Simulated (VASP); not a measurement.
# MoP in VASP: notebook

MoP is run at these levels: PBEsol; tasks: single point.

Everything below comes from runs of VASP 6.6.1. Logs are shortened: lines on timing, memory, paths and dates and some standing lists are left out, and cuts for length are marked.

## Step 1: The cell of the first run

The cell holds a slab with vacuum, 18 atoms: a = 3.206 Å, b = 7.112 Å, c = 25.388 Å, α = 90.00°, β = 90.00°, γ = 103.03°.

## Step 2: Single point, PBEsol

Contents of INCAR:

```
  PREC = Accurate
  ENCUT = 400
  EDIFF = 1E-6
  ISMEAR = 0
  SIGMA = 0.1
  LREAL = False
  LASPH = True
  NELM = 120
  ALGO = Normal
  ISIF = 2
  LWAVE = False
  LCHARG = False
  LDIPOL = True
  IDIPOL = 3
  DIPOL = 0.5 0.5 0.500
  GGA = PS
  NBANDS = 100
  EFIELD = 0.3
  ISYM = 0
  GGA_COMPAT = False
  NELMDL = -8
```

Contents of KPOINTS:

```
regular mesh
0
Gamma
  11 5 1
```

Contents of POSCAR:

```
MoP
1.0
    3.2062346803      0.0000000000      0.0000000000
   -1.6031173402      6.9289602446      0.0000000000
    0.0000000000      0.0000000000     25.3879082787
Mo P
9 9
Direct
    0.7901472449      0.5802944899      0.2954162240
    0.5802944899      0.1605889798      0.3455183733
    0.3704417348      0.7408834697      0.3956205225
    0.1605889798      0.3211779595      0.4457226717
    0.9507362247      0.9014724494      0.4958248209
    0.7408834697      0.4817669393      0.5459269701
    0.5310307146      0.0620614292      0.5960291193
    0.3211779595      0.6423559191      0.6461312685
    0.1113252045      0.2226504090      0.6962334178
    0.4218384524      0.8436769049      0.3037665822
    0.2119856974      0.4239713948      0.3538687315
    0.0021329423      0.0042658846      0.4039708807
    0.7922801873      0.5845603745      0.4540730299
    0.5824274322      0.1648548644      0.5041751791
    0.3725746771      0.7451493543      0.5542773283
    0.1627219221      0.3254438442      0.6043794775
    0.9528691670      0.9057383341      0.6544816267
    0.7430164120      0.4860328240      0.7045837760
```

Potentials or basis: VASP PAW PBE potentials, release 64 (Mo_sv, P).

The run is started by

```bash
cat potpaw_PBE.64/Mo_sv/POTCAR potpaw_PBE.64/P/POTCAR > POTCAR
mpirun -np 1 vasp_std > vasp.out
```

OUTCAR:

```text
PREC = Accurate
   ENCUT = 400
   EDIFF = 1E-6
   ISMEAR = 0
   LREAL = False
   LASPH = True
   NELM = 120
   ISIF = 2
   GGA = PS
   ISYM = 0
   NELMDL = -8

 ion  position               nearest neighbor table
   1  0.790  0.580  0.295-  10 2.44  10 2.44  11 2.44  11 2.44   2 3.17   3 3.21   3 3.21
   2  0.580  0.161  0.346-  12 2.44  12 2.44  11 2.44  11 2.44  10 2.44   3 3.17   1 3.17   4 3.21
                             4 3.21
   3  0.370  0.741  0.396-  12 2.44  12 2.44  13 2.44  11 2.44  13 2.44  10 2.44   2 3.17   4 3.17
                             5 3.21   5 3.21   1 3.21   1 3.21
   4  0.161  0.321  0.446-  14 2.44  11 2.44  14 2.44  12 2.44  13 2.44  13 2.44   5 3.17   3 3.17
                             2 3.21   2 3.21   6 3.21   6 3.21
   5  0.951  0.901  0.496-  12 2.44  15 2.44  15 2.44  13 2.44  14 2.44  14 2.44   4 3.17   6 3.17
                             3 3.21   3 3.21   7 3.21   7 3.21
   6  0.741  0.482  0.546-  13 2.44  16 2.44  16 2.44  14 2.44  15 2.44  15 2.44   7 3.17   5 3.17
                             8 3.21   4 3.21   4 3.21   8 3.21
   7  0.531  0.062  0.596-  14 2.44  17 2.44  17 2.44  15 2.44  16 2.44  16 2.44   8 3.17   6 3.17
                             5 3.21   5 3.21   9 3.21   9 3.21
   8  0.321  0.642  0.646-  15 2.44  16 2.44  17 2.44  17 2.44  18 2.44  18 2.44   7 3.17   9 3.17
                             6 3.21   6 3.21
   9  0.111  0.223  0.696-  18 2.44  18 2.44  17 2.44  16 2.44   8 3.17   7 3.21   7 3.21
  10  0.422  0.844  0.304-   1 2.44   1 2.44   2 2.44   3 2.44
  11  0.212  0.424  0.354-   4 2.44   3 2.44   2 2.44   2 2.44   1 2.44   1 2.44
  12  0.002  0.004  0.404-   5 2.44   3 2.44   3 2.44   4 2.44   2 2.44   2 2.44
  13  0.792  0.585  0.454-   6 2.44   3 2.44   5 2.44   4 2.44   4 2.44   3 2.44
  14  0.582  0.165  0.504-   7 2.44   4 2.44   4 2.44   6 2.44   5 2.44   5 2.44
  15  0.373  0.745  0.554-   8 2.44   5 2.44   5 2.44   7 2.44   6 2.44   6 2.44
  16  0.163  0.325  0.604-   6 2.44   6 2.44   8 2.44   7 2.44   7 2.44   9 2.44
  17  0.953  0.906  0.654-   7 2.44   7 2.44   8 2.44   8 2.44   9 2.44
  18  0.743  0.486  0.705-   9 2.44   9 2.44   8 2.44   8 2.44

IMPORTANT INFORMATION: All symmetrisations will be switched off!
NOSYMM: (Re-)initialisation of all symmetry stuff for point group C_1.

----------------------------------------------------------------------------------------

                                     Primitive cell

  volume of cell :     564.0145

  direct lattice vectors                    reciprocal lattice vectors
     3.206234680  0.000000000  0.000000000     0.311892328  0.072160899  0.000000000
    -1.603117340  6.928960245  0.000000000     0.000000000  0.144321798  0.000000000
     0.000000000  0.000000000 25.387908279     0.000000000  0.000000000  0.039388830

  length of vectors
     3.206234680  7.111995169 25.387908279     0.320131254  0.144321798  0.039388830

  position of ions in fractional coordinates (direct lattice)
     0.790147245  0.580294490  0.295416224
     0.580294490  0.160588980  0.345518373
     0.370441735  0.740883470  0.395620523
[... 154 lines left out ...]
   LORBIT       =      0    0 simple, 1 ext, 2 COOP (PROOUT), +10 PAW based schemes
   GGA     = PS    functional components
   LHFCALC =     F    Hartree Fock is set to
   AEXX    =    0.0000 exact exchange contribution
   IVDW    =     0    specifies the selected vdW correction
   LEPSILON=     F    determine dielectric tensor
   LRPA    =     F    only Hartree local field effects (RPA)
 non-spin polarized calculation
 Gauss-broadening in eV      SIGMA  =   0.10
  energy-cutoff  :      400.00
  volume of cell :      564.01
 maximum number of plane-waves:     10277
 NGX is ok and might be reduce to    24
   NGX = 11   NGY = 23   NGZ = 83

 dipolmoment           0.000000      0.000000     -0.192285 electrons x Angstroem

 number of electron     171.0000012 magnetization

 dipolmoment           0.000000      0.000000      0.507448 electrons x Angstroem

 Free energy of the ion-electron system (eV)
  ---------------------------------------------------
  ext. energy  EPLUGINS =         0.00000000
  ---------------------------------------------------
  free energy    TOTEN  =      -164.10330341 eV

  energy without entropy =     -164.03186100  energy(sigma->0) =     -164.06758221

 E-fermi :   3.0253     XC(G=0):  -6.6014

 val. band max:        3.0213625844   @ k =  -0.4545   0.4000   0.0000
 cond. band min:       3.0356789853   @ k =  -0.2727   0.4000   0.0000
 fundamental gap:      0.0143164009
 Fermi energy:         3.0253155246

 k-point     1 :       0.0000    0.0000    0.0000
  band No.  band energies     occupation
      1     -58.0630      2.00000
      2     -58.0440      2.00000
      3     -58.0107      2.00000
      4     -57.9687      2.00000
      5     -57.9556      2.00000
      6     -57.9471      2.00000
[... 2389 lines left out ...]
     96       4.8572      0.00000
     97       4.9039      0.00000

 [... further k-points ...]

 [bands above 97 left out]

------------------------ aborting loop because EDIFF is reached ----------------------------------------

 vacuum level on the upper side and lower side of the slab       (xc-potential included)        -1.859         1.565

  FORCE on cell =-STRESS in cart. coord.  units (eV):
  Direction    XX          YY          ZZ          XY          YZ          ZX
  --------------------------------------------------------------------------------------
  -------------------------------------------------------------------------------------
  Total       -9.3097920    -10.5264669     -7.1823550     -0.0030495     -1.0701823     -0.0187945
  in kB      -26.4460164    -29.9021843    -20.4026770     -0.0086627     -3.0400314     -0.0533889
  external PRESSURE =     -25.5836259 kB  Pullay stress =       0.0000000 kB

 VOLUME and BASIS-vectors are now :
 -----------------------------------------------------------------------------
  energy-cutoff  :      400.00
  volume of cell :      564.01
      direct lattice vectors                 reciprocal lattice vectors
     3.206234680  0.000000000  0.000000000     0.311892328  0.072160899  0.000000000
    -1.603117340  6.928960245  0.000000000     0.000000000  0.144321798  0.000000000
     0.000000000  0.000000000 25.387908279     0.000000000  0.000000000  0.039388830

 POSITION                                       TOTAL-FORCE (eV/Angst)
 -----------------------------------------------------------------------------------
      1.60312      4.02084      7.50000        -0.003979      0.628995      1.974644
      1.60312      1.11271      8.77199         0.000159     -0.029352      1.230100
     -0.00000      5.13355     10.04398         0.001652     -0.320999     -0.136542
      0.00000      2.22543     11.31597        -0.002275     -0.028832     -0.124224
      1.60312      6.24627     12.58796        -0.002471     -0.028583     -0.131717
      1.60312      3.33814     13.85994        -0.001809      0.110376      0.152860
[... 10 lines left out ...]
      1.60312      6.27582     16.61592        -0.000940      0.684747      1.251524
      1.60312      3.36770     17.88791        -0.001840     -1.402800      0.476955
 -----------------------------------------------------------------------------------
    total drift:                               -0.000116     -0.000817     -0.001509

  FREE ENERGIE OF THE ION-ELECTRON SYSTEM (eV)
  ---------------------------------------------------
  free  energy   TOTEN  =      -164.1033034145 eV

  energy  without entropy=     -164.0318609958  energy(sigma->0) =     -164.06758221

 vacuum level on the upper side and lower side of the slab         5.559         8.878
```

Wall time 50 min (1 thread of Intel Xeon 6975P-C (Granite Rapids), shared host); peak memory 0.92 GiB.

Results:

```yaml
Free_energy: -164.1033 eV
Largest_force: 2.460 eV/Å
Band_gap_on_the_k_mesh: zero (an odd number of electrons rules out a gap without spin polarisation)
```

Forces in eV/Å, atoms in the order of the input:
```
Mo  -0.004  0.629  1.975
Mo   0.000 -0.029  1.230
Mo   0.002 -0.321 -0.137
Mo  -0.002 -0.029 -0.124
Mo  -0.002 -0.029 -0.132
Mo  -0.002  0.110  0.153
Mo   0.005  0.012 -0.203
Mo  -0.004 -0.321 -0.552
Mo   0.003  1.110 -2.195
P    0.006 -0.269 -0.876
P    0.002 -0.224 -1.528
P   -0.001  0.195 -0.551
P    0.000  0.031 -0.045
P    0.000 -0.041  0.127
P    0.002  0.063  0.139
P    0.000 -0.170  0.991
P   -0.001  0.685  1.252
P   -0.002 -1.403  0.477
```

Levels at points of the mesh, in eV from the Fermi level:
```csv
k point,band 82,band 83,band 84,band 85,band 86,band 87,band 88,band 89,band 90,band 91
"(0.00, 0.00, 0.00)",-0.79,-0.78,-0.51,-0.14,0.02,0.10,0.22,0.37,0.42,0.63
```

Caveat: the PAW data sets were made with another functional, which shifts forces and pressure a little.

(Part 1 of 2 ends here.)
